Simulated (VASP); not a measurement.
# SnAs: single point with LDA

SnAs:

```
Sn As
1.0
     0.00000    2.83498    2.83498
     2.83498    0.00000    2.83498
     2.83498    2.83498    0.00000
Sn As
1 1
Direct
  0.00000 0.00000 0.00000
  0.50000 0.50000 0.50000
```

```
Program                : VASP 6.6.1
Task                   : single point
Functional             : LDA
Potentials or basis    : VASP PAW LDA potentials, release 64 (Sn_d, As)
Cutoff                 : 520 eV
k mesh                 : 12 × 12 × 12
Occupations            : fermi-dirac, width 0.1 eV
Spin                   : no spin polarisation
Dipole correction      : no
Further INCAR settings : ALGO = Normal; EDIFF = 1e-06; NBANDS = 16
```

```yaml
Pressure: 0.2 GPa
```

Levels at points of the mesh, in eV from the Fermi level:
```
           k point  band 6  band 7  band 8  band 9  band 10  band 11  band 12  band 13  band 14  band 15
(0.00, 0.00, 0.00)  -13.44   -2.61   -1.15   -1.15    -1.15     5.51     5.51     5.51     6.06     6.06
(0.50, 0.00, 0.00)  -11.26   -8.70   -0.64   -0.64     0.84     1.31     1.31     2.45     9.93    11.06
(0.50, 0.50, 0.00)  -10.67   -6.02   -5.63   -3.43    -3.43     2.68     7.63     7.63     9.19    11.86
```

It took 19 s on 1 thread of Intel(R) Xeon(R) 6975P-C (Granite Rapids), on a shared host, peak memory 0.18 GiB.

Caveat: spin-orbit coupling is left out, which moves the levels of the heavy elements.
